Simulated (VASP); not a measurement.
Runs of VASP 6.6.1 on GaN. The structure is that of space group F-43m (No. 216), or close to it. The cells are those of the table. 

```csv
cell,gap on the mesh (eV),pressure (GPa)
"a = 3.227, b = 3.227, c = 3.267 Å, angles 59.6, 59.6, 60.8°, 2 atoms",1.72,-8.7
"a = 3.307, b = 3.307, c = 3.346 Å, angles 59.6, 59.6, 60.8°, 2 atoms",1.24,(b)
"a = 3.307, b = 3.307, c = 3.267 Å, angles 60.4, 60.4, 59.2°, 2 atoms",1.43,(a)
"a = 3.229, b = 3.229, c = 3.107 Å, angles 61.2, 61.2, 57.5°, 2 atoms",1.98,-0.1
"a = 3.268, b = 3.268, c = 3.187 Å, angles 60.8, 60.8, 58.4°, 2 atoms",(d),-8.9
"a = 3.227, b = 3.227, c = 3.187 Å, angles 60.4, 60.4, 59.2°, 2 atoms",1.91,(c)
"a = 3.147, b = 3.147, c = 3.187 Å, angles 59.6, 59.6, 60.8°, 2 atoms",2.21,5.1
```

Alike in all rows: task single point; level r2SCAN; potentials or basis VASP PAW PBE potentials, release 64 (Ga_d, N); no spin polarisation; k mesh 10 × 10 × 10; cutoff (eV) 520; smearing gaussian 0.05 eV.

Fill in the values left out.

(a) -15.6; (b) -18.4; (c) -4.7; (d) 1.70.

Caveats: the PAW data sets were made with another functional, which shifts forces and pressure a little; the cell stands under tension (at least some runs); the cell stands under pressure (at least some runs).

A k mesh can miss the band edges, and the runs leave out spin-orbit coupling on Ga.
